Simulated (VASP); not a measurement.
# C: single point with PBE

Crystal: C.

```
CELL_PARAMETERS angstrom
2.50320 0.06258 0.00000
-1.19740 2.13654 0.00000
0.00000 0.00000 4.16887
ATOMIC_POSITIONS crystal
C 0.33269 0.66703 0.00029
C 0.66731 0.33297 0.50029
C 0.33269 0.66703 0.37471
C 0.66731 0.33297 0.87471
```

This cell differs from its parent crystal: shear xy strain +5.0%.

```yaml
Program: VASP 6.6.1
Task: single point
Functional: PBE
Potentials_or_basis: VASP PAW PBE potentials, release 64 (C)
Cutoff: 520 eV
k_mesh: 12 × 12 × 6
Occupations: fermi-dirac, width 0.02 eV
Spin: no spin polarisation
Dipole_correction: no
Further_INCAR_settings: ALGO = Normal; EDIFF = 1e-06; NBANDS = 16
```

The pressure is 5.7 GPa and the largest force is 0.060 eV/Å. The band gap on the k mesh is 3.13 eV, indirect (least direct gap 4.29 eV).

Forces on the atoms (eV/Å):
```
C   -0.057 -0.001  0.018
C    0.057  0.001  0.018
C   -0.057 -0.001 -0.018
C    0.057  0.001 -0.018
```

Stress tensor (GPa, compression positive):
```
  6.02 -27.81   0.00
-27.81   6.92   0.00
  0.00   0.00   4.28
```

Levels at points of the mesh, in eV from the valence-band top:
```csv
k point,band 6,band 7,band 8,band 9,band 10,band 11
"(0.00, 0.00, 0.00)",-0.66,-0.34,0.00,4.29,5.11,5.14
"(0.50, 0.00, 0.00)",-6.26,-6.03,-2.84,5.30,8.05,8.47
"(0.00, 0.50, 0.00)",-6.72,-6.06,-3.29,4.36,7.93,8.10
"(0.50, 0.50, 0.00)",-7.18,-6.10,-3.78,3.41,7.69,7.74
"(0.00, 0.00, 0.50)",-2.23,-1.82,-1.82,6.36,6.36,7.22
"(0.50, 0.00, 0.50)",-5.16,-4.74,-4.74,6.12,6.12,6.66
"(0.00, 0.50, 0.50)",-5.37,-4.90,-4.90,5.76,5.76,6.34
"(0.50, 0.50, 0.50)",-5.79,-4.89,-4.89,4.88,4.88,6.55
```

Run time: 29 s on 1 thread of Intel(R) Xeon(R) 6975P-C (Granite Rapids) (shared host), peak memory 0.18 GiB.

Caveat: the cell differs from its parent crystal (shear xy strain +5.0%). A k mesh can miss the band edges.
